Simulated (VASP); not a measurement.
Wanted: the native input for a VASP 6.6.1 run.

| Item | Value |
| --- | --- |
| Task | single point |
| Functional | r2SCAN |
| Potentials or basis | VASP PAW PBE potentials, release 64 (S) |
| Cutoff | 550 eV |
| k mesh | 7 × 7 × 7 |
| Occupations | methfessel-paxton, width 0.05 eV |
| Spin | no spin polarisation |
| Dipole correction | no |
| Further INCAR settings | ALGO = Normal; EDIFF = 1e-06; NBANDS = 9 |

The system is S.

```
CELL_PARAMETERS angstrom
0.00000 2.00617 2.00617
2.00617 0.00000 2.00617
2.00617 2.00617 0.00000
ATOMIC_POSITIONS crystal
S 0.00000 0.00000 0.00000
```

This isn't the form of S at room conditions, which is orthorhombic, of S8 rings.

These files were run (other wordings do the same):

POSCAR

```
S
1.0
    0.0000000000      2.0061698249      2.0061698249
    2.0061698249      0.0000000000      2.0061698249
    2.0061698249      2.0061698249      0.0000000000
S
1
Direct
    0.0000000000      0.0000000000      0.0000000000
```

INCAR.step1

```
ALGO = Normal
EDIFF = 1E-5
ENCUT = 550
GGA = PE
GGA_COMPAT = F
ISMEAR = 1
LASPH = T
LCHARG = F
LREAL = F
LWAVE = T
NBANDS = 9
NELM = 120
PREC = Accurate
SIGMA = 0.05
```

INCAR.step2

```
ALGO = Normal
EDIFF = 1E-6
ENCUT = 550
GGA_COMPAT = F
ISIF = 2
ISMEAR = 1
ISTART = 1
LASPH = T
LCHARG = T
LELF = T
LMIXTAU = T
LREAL = F
LVHAR = T
LWAVE = F
METAGGA = R2SCAN
NBANDS = 9
NELM = 120
PREC = Accurate
SIGMA = 0.05
```

KPOINTS

```
k-points
0
Gamma
  7 7 7
```

Potentials or basis: VASP PAW PBE potentials, release 64 (S).

Command:

```bash
$ cat potpaw_PBE.64/S/POTCAR > POTCAR
$ cp INCAR.step1 INCAR
$ mpirun -np 1 vasp_std > vasp.out
$ cp INCAR.step2 INCAR
$ mpirun -np 1 vasp_std > vasp.out
```

Results of the run:

* Pressure: -0.2 GPa
* Band gap on the k mesh: zero (bands 3 and 4 overlap by 4.84 eV)

Caveat: the k points lie up to 0.39 Å⁻¹ apart, too coarse for converged energies and pressures of a metal; the PAW data sets were made with another functional, which shifts forces and pressure a little.

It took 15 s on 1 thread of Intel(R) Xeon(R) Platinum 8375C CPU @ 2.90GHz (Ice Lake), with other jobs on the host, peak memory 0.13 GiB.
